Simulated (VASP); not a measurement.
# CeO2 (Fm-3m) in VASP: a series of runs, part 2 of 2

VASP 6.6.1. The steps go on from the part before.

**4. Relaxation of cell and atoms, revPBE+D3(BJ), collinear spin, ferromagnetic start**

This run uses another cell than the first one, of 13.18 Å³/atom.

Contents of INCAR:

```
SYSTEM = CeO2
PREC     = Accurate       ! precision mode
ENCUT    = 600            ! plane-wave cutoff, eV
EDIFF    = 1E-7           ! SCF threshold, eV
ISMEAR   = -1             ! smearing method
SIGMA    = 0.05           ! smearing width, eV
LREAL    = .FALSE.        ! projectors in reciprocal space
LASPH    = .TRUE.         ! aspherical terms in the spheres
NELM     = 150            ! most SCF steps
ALGO     = Normal         ! electronic algorithm
ISIF     = 3              ! what is computed and relaxed
LWAVE    = .FALSE.        ! write WAVECAR
LCHARG   = .FALSE.        ! write CHGCAR
ISPIN    = 2              ! spin polarisation
MAGMOM   = 1 0 0          ! initial moments
LORBIT   = 11             ! projections on sites
LMAXMIX  = 6              ! l up to which the mixer works
GGA      = RE             ! functional
IVDW     = 12             ! dispersion correction
IBRION   = 2              ! ionic algorithm
NSW      = 60             ! ionic steps
EDIFFG   = -0.01          ! ionic threshold
```

Contents of KPOINTS:

```
regular mesh
0
G
  9 9 9
  0 0 0
```

Contents of POSCAR:

```
CeO2
1.0
    0.0000000000      2.7036500000      2.7036500000
    2.7036500000      0.0000000000      2.7036500000
    2.7036500000      2.7036500000      0.0000000000
Ce O
1 2
Direct
    0.0000000000      0.0000000000      0.0000000000
    0.7500000000      0.7500000000      0.7500000000
    0.2500000000      0.2500000000      0.2500000000
```

Potentials or basis: VASP PAW PBE potentials, release 64 (Ce, O).

On the command line:

```console
> cat potpaw_PBE.64/Ce/POTCAR potpaw_PBE.64/O/POTCAR > POTCAR
> mpirun -np 1 vasp_std > vasp.out
```

OUTCAR:

```text
SYSTEM = CeO2
   PREC = Accurate
   ENCUT = 600
   EDIFF = 1E-7
   ISMEAR = -1
   LREAL = .FALSE.
   LASPH = .TRUE.
   NELM = 150
   ISIF = 3
   ISPIN = 2
   LORBIT = 11
   GGA = RE
   IVDW = 12
   IBRION = 2
   NSW = 60
   EDIFFG = -0.01
 IVDW          = 12

 ion  position               nearest neighbor table
   1  0.000  0.000  0.000-   2 2.34   2 2.34   2 2.34   2 2.34   3 2.34   3 2.34   3 2.34   3 2.34

   2  0.750  0.750  0.750-   1 2.34   1 2.34   1 2.34   1 2.34
   3  0.250  0.250  0.250-   1 2.34   1 2.34   1 2.34   1 2.34

  LATTYP: Found a face centered cubic cell.
 ALAT       =     5.4073000000

  Lattice vectors:

 A1 = (   0.0000000000,   2.7036500000,   2.7036500000)
 A2 = (   2.7036500000,   0.0000000000,   2.7036500000)
 A3 = (   2.7036500000,   2.7036500000,   0.0000000000)

Analysis of symmetry for initial positions (statically):
=====================================================================
 Subroutine PRICEL returns:
 Original cell was already a primitive cell.

 Routine SETGRP: Setting up the symmetry group for a
 face centered cubic supercell.

 Subroutine GETGRP returns: Found 48 space group operations
 (whereof 48 operations were pure point group operations)
 out of a pool of 48 trial point group operations.

The static configuration has the point symmetry O_h .

Analysis of symmetry for dynamics (positions and initial velocities):
=====================================================================
 Subroutine PRICEL returns:
 Original cell was already a primitive cell.

 Routine SETGRP: Setting up the symmetry group for a
 face centered cubic supercell.

 Subroutine GETGRP returns: Found 48 space group operations
 (whereof 48 operations were pure point group operations)
 out of a pool of 48 trial point group operations.

The dynamic configuration has the point symmetry O_h .

Analysis of structural, dynamic, and magnetic symmetry:
=====================================================================
 Subroutine PRICEL returns:
 Original cell was already a primitive cell.

 Routine SETGRP: Setting up the symmetry group for a
 face centered cubic supercell.

 Subroutine GETGRP returns: Found 48 space group operations
[... 129 lines left out ...]
   LORBIT       =     11    0 simple, 1 ext, 2 COOP (PROOUT), +10 PAW based schemes
   GGA     = RE    functional components
   LHFCALC =     F    Hartree Fock is set to
   AEXX    =    0.0000 exact exchange contribution
   IVDW    =    12    specifies the selected vdW correction
   LEPSILON=     F    determine dielectric tensor
   LRPA    =     F    only Hartree local field effects (RPA)
 conjugate gradient relaxation of ions
 spin polarized calculation
  energy-cutoff  :      600.00
  volume of cell :       39.53
 maximum number of plane-waves:      1363
   NGX = 15   NGY = 15   NGZ = 15

--------------------------------------- Ionic step        1  -------------------------------------------

 number of electron      23.9999997 magnetization      -0.0000163

 number of electron      23.9999997 magnetization       0.0000015

 Free energy of the ion-electron system (eV)
  ---------------------------------------------------
  ext. energy  EPLUGINS =         0.00000000
  ---------------------------------------------------
  free energy    TOTEN  =       -25.07127941 eV

  energy without entropy =      -25.07127941  energy(sigma->0) =      -25.07127941

------------------------ aborting loop because EDIFF is reached ----------------------------------------

 Edisp (eV)   -1.37504

 E8    (eV) :    -0.9702
[... 77 lines left out ...]
 number of electron      23.9999995 magnetization       0.0000000

 number of electron      23.9999995 magnetization      -0.0000000

 Free energy of the ion-electron system (eV)
  ---------------------------------------------------
  ext. energy  EPLUGINS =         0.00000000
  ---------------------------------------------------
  free energy    TOTEN  =       -25.09674386 eV

  energy without entropy =      -25.09674386  energy(sigma->0) =      -25.09674386

 E-fermi :   6.2338     XC(G=0): -11.0926

 val. band max:        5.2706709823   @ k =  -0.3333   0.2222   0.0000
 cond. band min:       7.2568414627   @ k =  -0.4444   0.1111   0.0000
 fundamental gap:      1.9861704804
 Fermi energy:         6.2338203933

 spin component 1

 k-point     1 :       0.0000    0.0000    0.0000
  band No.  band energies     occupation
      1     -27.1426      1.00000
      2     -11.0559      1.00000
      3     -10.1255      1.00000
      4      -9.3077      1.00000
      5      -9.3077      1.00000
      6      -9.3077      1.00000
[... 459 lines left out ...]
      6      -6.3347      1.00000
[... 9 lines left out ...]
     16       7.5339      0.00000
     17       7.8612      0.00000

 [... further k-points ...]

 spin component 2

 k-point     1 :       0.0000    0.0000    0.0000
  band No.  band energies     occupation
      1     -27.1426      1.00000
      2     -11.0559      1.00000
      3     -10.1255      1.00000
      4      -9.3077      1.00000
      5      -9.3077      1.00000
      6      -9.3077      1.00000
[... 505 lines left out ...]
  FREE ENERGIE OF THE ION-ELECTRON SYSTEM (eV)
  ---------------------------------------------------
  free  energy   TOTEN  =       -26.4508083706 eV

  energy  without entropy=      -26.4508083688  energy(sigma->0) =      -26.45080837

 reached required accuracy - stopping structural energy minimisation

 total charge

# of ion       s       p       d       f       tot
--------------------------------------------------
    1        2.025   5.816   0.877   0.961   9.679
    2        1.577   3.445   0.000   0.000   5.022
    3        1.577   3.445   0.000   0.000   5.022
--------------------------------------------------
tot          5.179  12.706   0.877   0.961  19.724

 magnetization (x)

# of ion       s       p       d       f       tot
--------------------------------------------------
    1       -0.000  -0.000  -0.000  -0.000  -0.000
    2       -0.000   0.000   0.000   0.000   0.000
    3       -0.000   0.000   0.000   0.000   0.000
--------------------------------------------------
tot         -0.000  -0.000  -0.000  -0.000  -0.000
```

OSZICAR:

```text
N       E                     dE             d eps       ncg     rms          rms(c)
DAV:   1     0.242251497951E+03    0.24225E+03   -0.12376E+04  2404   0.203E+03
DAV:   2     0.105907059456E+02   -0.23166E+03   -0.21619E+03  3358   0.312E+02
[... 41 lines left out ...]
DAV:   6    -0.250966435291E+02   -0.11598E-04   -0.27501E-04  3335   0.137E-01    0.578E-02
DAV:   7    -0.250967532501E+02   -0.10972E-03   -0.22158E-04  4187   0.121E-01    0.281E-02
DAV:   8    -0.250967450273E+02    0.82228E-05   -0.48595E-05  4524   0.369E-02    0.149E-02
DAV:   9    -0.250967447386E+02    0.28867E-06   -0.17518E-06  3044   0.992E-03    0.113E-02
DAV:  10    -0.250967439027E+02    0.83594E-06   -0.37619E-06  3572   0.160E-02    0.284E-03
DAV:  11    -0.250967438636E+02    0.39057E-07   -0.11552E-07  1526   0.304E-03
   3 F= -.26450808E+02 E0= -.26450808E+02  d E =-.448796E-02  mag=    -0.0000
```

CONTCAR:

```text
CeO2
   1.00000000000000
    -0.0000000000000000    2.7164612479314845    2.7164612479314845
     2.7164612479314845    0.0000000000000000    2.7164612479314845
     2.7164612479314845    2.7164612479314845   -0.0000000000000000
  Ce              O
     1     2
Direct
     0.0000000000000000    0.0000000000000000    0.0000000000000000
     0.7500000000000000    0.7500000000000000    0.7500000000000000
     0.2500000000000000    0.2500000000000000    0.2500000000000000

  0.00000000E+00  0.00000000E+00  0.00000000E+00
  0.00000000E+00  0.00000000E+00  0.00000000E+00
  0.00000000E+00  0.00000000E+00  0.00000000E+00
```

It took 3.1 min on 1 thread of Intel Xeon Platinum 8259CL at 2.50GHz (Skylake/Cascade Lake), shared host; peak memory 0.26 GiB.

Results:

```yaml
Free_energy: -26.4508 eV
Relaxed_volume: 13.36 Å³/atom
Relaxed_cell: a = 3.842 Å, b = 3.842 Å, c = 3.842 Å, α = 60.00°, β = 60.00°, γ = 60.00°
Space_group_after_relaxing_to_0.1_Å: Fm-3m (No. 225)
Energy_gained_by_relaxing: 1.5 meV/atom
Ionic_steps: 3
Pressure_after_relaxing: 0.0 GPa
Band_gap_on_the_k_mesh: 1.99 eV (least direct gap 2.04 eV)
Net_moment: 0.00 μB per cell
Valence_electrons_inside_the_program's_atomic_spheres: Ce 9.68; O 5.02
Dispersion_energy_per_atom: -0.451 eV
```

Step by step:
| step | energy change (eV) | largest force (eV/Å) | pressure (GPa) | volume (Å³) |
| --- | --- | --- | --- | --- |
| 1 | 0.0000 | 0.0000 | 2.59 | 39.53 |
| 2 | 0.0014 | 0.0000 | -2.80 | 40.76 |
| 3 | -0.0045 | 0.0000 | 0.00 | 40.09 |

Final structure:
```yaml
crystal:
  lattice:
    - [0.00000, 2.71646, 2.71646]
    - [2.71646, 0.00000, 2.71646]
    - [2.71646, 2.71646, 0.00000]
  atoms:
    - { symbol: Ce, position: [0.00000, 0.00000, 0.00000] }
    - { symbol: O, position: [0.75000, 0.75000, 0.75000] }
    - { symbol: O, position: [0.25000, 0.25000, 0.25000] }
```

Caveat: the magnetic or orbital state may not be the lowest; the moments typed at the start vanished in this run; the PAW data sets were made with another functional, which shifts forces and pressure a little; spin-orbit coupling is left out, which moves the levels of the heavy elements; an odd mesh through Γ misses points on the zone boundary, where band edges can lie.

**5. Overview**

```tsv
task	level	cell	cutoff (eV)	gap on the mesh (eV)	pressure (GPa)	moment (μB)
single point	PBEsol	a = 3.899 Å, angles 60.0°, 3 atoms	520	1.85	-10.6	0.00
single point	revPBE+D3(BJ)	a = 3.842 Å, angles 60.0°, 3 atoms	520	1.98	0.0	0.00
relaxation of cell and atoms	revPBE+D3(BJ)	relaxed from a = 3.824 Å, angles 60.0°, 3 atoms	600	1.99	0.0	0.00
```

Alike in all rows: potentials or basis VASP PAW PBE potentials, release 64 (Ce, O); spin collinear, ferromagnetic start; k mesh 9 × 9 × 9; smearing fermi-dirac 0.05 eV.

Caveats: the magnetic or orbital state may not be the lowest; the moments typed at the start vanished in this run; the PAW data sets were made with another functional, which shifts forces and pressure a little; spin-orbit coupling is left out, which moves the levels of the heavy elements; an odd mesh through Γ misses points on the zone boundary, where band edges can lie; the cell stands under tension (at least some runs).

Absolute energies hang on the potentials; compare differences alone.

**6. Comparison with measurements**

Step 4. The cell as given is a measured one (13.18 Å³/atom); revPBE+D3(BJ) puts the equilibrium volume +1.4 % from it, thermal expansion not counted.
